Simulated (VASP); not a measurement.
## Ge4S: single point with PBE

Ge4S, a slab with vacuum:

```
CELL_PARAMETERS angstrom
4.07405 0.00000 0.00000
0.00000 4.07405 0.00000
0.00000 0.00000 19.85576
ATOMIC_POSITIONS crystal
Ge 0.00000 0.50000 0.20145
Ge 0.00000 0.00000 0.27400
Ge 0.50000 0.00000 0.34937
Ge 0.50000 0.50000 0.42082
S 0.75000 0.62500 0.50851
```

- Program: VASP 6.6.1
- Task: single point
- Functional: PBE
- Potentials or basis: VASP PAW PBE potentials, release 64 (Ge_d, S)
- Cutoff: 520 eV
- k mesh: 7 × 7 × 1
- Occupations: gaussian, width 0.1 eV
- Spin: no spin polarisation

```yaml
Largest_force: 0.634 eV/Å
Band_gap_on_the_k_mesh: zero (bands 31 and 32 overlap by 0.37 eV)
```

Forces in eV/Å, atoms in the order of the input:
```
Ge   0.020  0.018 -0.295
Ge   0.030  0.074  0.441
Ge  -0.336 -0.084 -0.531
Ge   0.077  0.257  0.458
S    0.209 -0.265 -0.072
```

Levels at points of the mesh, in eV from the Fermi level:
```csv
k point,band 27,band 28,band 29,band 30,band 31,band 32,band 33,band 34,band 35,band 36
"(0.00, 0.00, 0.00)",-1.74,-1.13,-1.07,-0.87,0.06,0.96,1.66,1.79,1.97,2.64
```

Run time: 16 min on 1 thread of Intel Xeon 8259CL, with other jobs on the host, peak memory 0.52 GiB.
